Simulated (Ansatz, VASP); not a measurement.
Two plane-wave programs on SrCl2

```
CELL_PARAMETERS angstrom
0.00000 3.61036 3.61036
3.61036 0.00000 3.61036
3.61036 3.61036 0.00000
ATOMIC_POSITIONS crystal
Sr 0.00000 0.00000 0.00000
Cl 0.25000 0.25000 0.25000
Cl 0.75000 0.75000 0.75000
```

Alike in both runs: task single point; functional r2SCAN; k mesh 6 × 6 × 6; occupations gaussian, width 0.02 eV; no spin polarisation.

```csv
,VASP,Ansatz
version,VASP 6.6.1,Ansatz 0.2.0
potentials or method,"VASP PAW PBE potentials, release 64 (Sr_sv, Cl), cutoff 520 eV","scalar-relativistic, plane waves, PAW"
valence electrons in the cell,24,24
```

|  | VASP | Ansatz | Ansatz less VASP |
| --- | --- | --- | --- |
| gap on the k mesh at the Fermi level (eV) | 5.59 | 5.59 | -0.002 |
| least direct gap on the mesh (eV) | 5.90 | 5.89 | -0.004 |
| pressure (GPa) | -2.9 | -2.9 | -0.01 |

VASP's potentials were made for PBE, not for r2SCAN.
